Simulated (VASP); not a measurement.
Crystal: RhCl2.

```xyz
6
Lattice="5.6900 0.0000 0.0000 0.0000 5.6900 0.0000 0.0000 0.0000 3.7284" Properties=species:S:1:pos:R:3 pbc="T T T"
Rh    0.0000    0.0000    0.0000
Rh    2.8450    2.8450    1.8642
Cl    1.7219    1.7219    0.0000
Cl    3.9681    3.9681    0.0000
Cl    1.1231    4.5669    1.8642
Cl    4.5669    1.1231    1.8642
```

Base run:

```yaml
Program: VASP 6.6.1
Functional: revPBE
Potentials_or_basis: VASP PAW PBE potentials, release 64 (Rh_pv, Cl)
Cutoff: 520 eV
k_mesh: 4 × 4 × 6
Occupations: fermi-dirac, width 0.1 eV
Spin: no spin polarisation
```

Its results: band gap on the k mesh zero (band 29 reaches 5.79 eV, above the bottom of band 30 at 4.53 eV); pressure 1.5 GPa; largest force 0.048 eV/Å.

After a change of settings the same cell gave: band gap on the k mesh zero (band 29 reaches 5.44 eV, above the bottom of band 30 at 4.19 eV); pressure -8.1 GPa; largest force 0.155 eV/Å. Which change was it?
A. functional from revPBE to PBE
B. functional from revPBE to BLYP; further incar settings from ALGO = Normal; EDIFF = 1e-06; NBANDS = 38 to ALGO = Normal; EDIFF = 1e-07; NBANDS = 38
C. functional from revPBE to LDA; potentials or basis from VASP PAW PBE potentials, release 64 (Rh_pv, Cl) to VASP PAW LDA potentials, release 64 (Rh_pv, Cl)
D. functional from revPBE to PBEsol; further incar settings from ALGO = Normal; EDIFF = 1e-06; NBANDS = 38 to ALGO = Normal; EDIFF = 1e-07; NBANDS = 38

C.

Caveats: the PAW data sets were made with another functional, which shifts forces and pressure a little (some runs).
